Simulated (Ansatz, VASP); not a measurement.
# As: VASP beside Ansatz

Contents of INCAR:

```
PREC = Accurate
ENCUT = 520
EDIFF = 1E-7
ISMEAR = -1
SIGMA = 0.08
LREAL = F
LASPH = T
NELM = 100
ALGO = Normal
ISIF = 2
LWAVE = F
LCHARG = F
GGA = PE
NBANDS = 8
```

Contents of KPOINTS:

```
Automatic mesh
0
Gamma
  15 15 15
```

The input POSCAR:

```
As
1.0
    2.2759533962      0.0000000000      0.0000000000
    0.0000000000      2.2759533962      0.0000000000
    0.0000000000      0.0000000000      2.2759533962
As
1
Direct
    0.0000000000      0.0000000000      0.0000000000
```

Input for Ansatz:

```yaml
crystal:
  lattice:
    - [2.2759533962, 0.0, 0.0]
    - [0.0, 2.2759533962, 0.0]
    - [0.0, 0.0, 2.2759533962]
  atoms:
    - { symbol: As, position: [0.0, 0.0, 0.0] }
kpoints:
  mp_grid: { grid: [15, 15, 15] }
scf:
  occupations: { method: fermi_dirac, width: 0.08 }
hamiltonian:
  xc: pbe
  pseudopotentials: { kind: all_electron, lapw: { basis_error: 0.001 } }
output:
  forces: true
  stress: true
  eigenvalues: true
  populations: true
```

Change from the starting cell: volume scaled by 0.58, LAPW.

Alike in both runs: task single point; functional PBE; k mesh 15 × 15 × 15; occupations fermi-dirac, width 0.08 eV; no spin polarisation.

|  | VASP | Ansatz |
| --- | --- | --- |
| version | VASP 6.6.1 | Ansatz 0.2.0 |
| potentials or method | VASP PAW PBE potentials, release 64 (As), cutoff 520 eV | all-electron LAPW, scalar-relativistic |

|  | VASP | Ansatz | Ansatz less VASP |
| --- | --- | --- | --- |
| pressure (GPa) | 145.3 | 140.5 | -4.81 |

Both programs put the cell under a high pressure, so it lies far from rest at this level. Ansatz ran all-electron here, and VASP with PAW potentials.

Noted on VASP's run: the cell as given lies far from equilibrium.
